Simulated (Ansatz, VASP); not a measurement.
Au: VASP beside Ansatz

File POSCAR:

```
Au
1.0
    0.0000000000      2.0966375000      2.1477750000
    2.0966375000      0.0000000000      2.1477750000
    2.0966375000      2.0966375000      0.0000000000
Au
1
Direct
    0.0000000000      0.0000000000      0.0000000000
```

INCAR.step1

```
PREC = Accurate
ENCUT = 520
ISMEAR = 0
SIGMA = 0.15
LREAL = F
LASPH = T
NELM = 80
NBANDS = 12
GGA = PE
ALGO = Normal
EDIFF = 1E-4
LWAVE = T
LCHARG = F
```

The input INCAR.step2:

```
PREC = Accurate
ENCUT = 520
EDIFF = 1E-6
ISMEAR = 0
SIGMA = 0.15
LREAL = F
LASPH = T
NELM = 80
ALGO = Normal
ISIF = 2
LWAVE = F
LCHARG = F
METAGGA = R2SCAN
LMIXTAU = T
NBANDS = 12
ISTART = 1
```

The input KPOINTS:

```
regular mesh
0
Gamma
  20 20 20
```

Input for Ansatz:

```yaml
crystal:
  lattice:
    - [0.0, 2.0966375, 2.147775]
    - [2.0966375, 0.0, 2.147775]
    - [2.0966375, 2.0966375, 0.0]
  atoms:
    - { symbol: Au, position: [0.0, 0.0, 0.0] }
basis:
  ecutwfc: 500
kpoints:
  mp_grid: { grid: [20, 20, 20] }
hamiltonian:
  xc: r2scan
scf:
  occupations: { method: gaussian, width: 0.15 }
output:
  forces: true
  stress: true
  eigenvalues: true
```

Change from the starting cell: strain +0.025 along x and y, +0.050 along z, atoms carried along.

Alike in both runs: task single point; functional r2SCAN; k mesh 20 × 20 × 20; occupations gaussian, width 0.15 eV; no spin polarisation.

```csv
,VASP,Ansatz
version,VASP 6.6.1,Ansatz 0.2.0
potentials or method,"VASP PAW PBE potentials, release 64 (Au), cutoff 520 eV","scalar-relativistic, plane waves, PAW"
valence electrons in the cell,11,19
```

|  | VASP | Ansatz | Ansatz less VASP |
| --- | --- | --- | --- |
| gap on the k mesh at the Fermi level (eV) | none | none | - |
| pressure (GPa) | -9.0 | -9.1 | -0.13 |
| traceless stress, the component that is largest in VASP (GPa) | -0.34 | -0.33 | +0.009 |

VASP's potentials were made for PBE, not for r2SCAN. A gap of «none» marks a metal or a gap that the smearing closes. The functional is the same, so the differences come from potentials, cutoffs and numerics. VASP's potentials hold 11 valence electrons a cell and Ansatz's 19, so a difference there can come from the potentials and not from the codes.

Neither program's run includes spin-orbit coupling.
